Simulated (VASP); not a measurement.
Wanted: the native input for a VASP 6.6.1 run.

- Task: single point
- Functional: r2SCAN
- Potentials or basis: VASP PAW PBE potentials, release 64 (Al, S, Re)
- Cutoff: 520 eV
- k mesh: 6 × 6 × 6
- Occupations: fermi-dirac, width 0.1 eV
- Spin: no spin polarisation
- Dipole correction: no
- Further INCAR settings: ALGO = Normal; EDIFF = 1e-06; NBANDS = 52

Crystal: AlRe4S8.

```xyz
13
Lattice="0.0000 4.8031 4.8031 4.8031 0.0000 4.8031 4.8031 4.8031 0.0000" Properties=species:S:1:pos:R:3 pbc="T T T"
Al    0.0000    0.0000    0.0000
S     6.0951    6.0951    6.0951
S     6.0951    3.5111    3.5111
S     3.5111    3.5111    6.0951
S     3.5111    6.0951    3.5111
S     1.2843    1.2843    1.2843
S     1.2843    3.5187    3.5187
S     3.5187    3.5187    1.2843
S     3.5187    1.2843    3.5187
Re    3.8156    3.8156    3.8156
Re    3.8156    5.7906    5.7906
Re    5.7906    5.7906    3.8156
Re    5.7906    3.8156    5.7906
```

One way to write it, as run:

POSCAR

```
AlRe4S8
1.0
    0.0000000000      4.8030850000      4.8030850000
    4.8030850000      0.0000000000      4.8030850000
    4.8030850000      4.8030850000      0.0000000000
Al S Re
1 8 4
Direct
    0.0000000000      0.0000000000      0.0000000000
    0.6345000000      0.6345000000      0.6345000000
    0.0965000000      0.6345000000      0.6345000000
    0.6345000000      0.6345000000      0.0965000000
    0.6345000000      0.0965000000      0.6345000000
    0.1337000000      0.1337000000      0.1337000000
    0.5989000000      0.1337000000      0.1337000000
    0.1337000000      0.1337000000      0.5989000000
    0.1337000000      0.5989000000      0.1337000000
    0.3972000000      0.3972000000      0.3972000000
    0.8084000000      0.3972000000      0.3972000000
    0.3972000000      0.3972000000      0.8084000000
    0.3972000000      0.8084000000      0.3972000000
```

INCAR.step1

```
SYSTEM = AlRe4S8
ALGO = Normal
EDIFF = 1E-4
ENCUT = 520
GGA = PE
ISMEAR = -1
LASPH = .TRUE.
LCHARG = .FALSE.
LREAL = .FALSE.
LWAVE = .TRUE.
NBANDS = 52
NELM = 60
PREC = Accurate
SIGMA = 0.1
```

INCAR.step2

```
SYSTEM = AlRe4S8
ALGO = Normal
EDIFF = 1E-6
ENCUT = 520
ISIF = 2
ISMEAR = -1
ISTART = 1
LASPH = .TRUE.
LCHARG = .FALSE.
LMIXTAU = .TRUE.
LREAL = .FALSE.
LWAVE = .FALSE.
METAGGA = R2SCAN
NBANDS = 52
NELM = 60
PREC = Accurate
SIGMA = 0.1
```

KPOINTS

```
k-points
0
G
  6 6 6
  0 0 0
```

Potentials or basis: VASP PAW PBE potentials, release 64 (Al, S, Re).

Command:

```sh
$ cat potpaw_PBE.64/Al/POTCAR potpaw_PBE.64/S/POTCAR potpaw_PBE.64/Re/POTCAR > POTCAR
$ cp INCAR.step1 INCAR
$ mpirun -np 1 vasp_std > vasp.out
$ cp INCAR.step2 INCAR
$ mpirun -np 1 vasp_std > vasp.out
```

It gave:

| Quantity | Value |
| --- | --- |
| Pressure | 3.4 GPa |
| Largest force | 0.866 eV/Å |
| Band gap on the k mesh | zero (an odd number of electrons rules out a gap without spin polarisation) |

Caveat: the cell stands under pressure; the PAW data sets were made with another functional, which shifts forces and pressure a little; spin-orbit coupling is left out, which moves the levels of the heavy elements; an odd number of electrons without spin polarisation forces a metal; a magnetic or distorted state may lie lower.

It took 10 min on 1 thread of AMD EPYC 9R45 96-Core Processor (Zen 5), with other jobs on the host, peak memory 0.48 GiB.
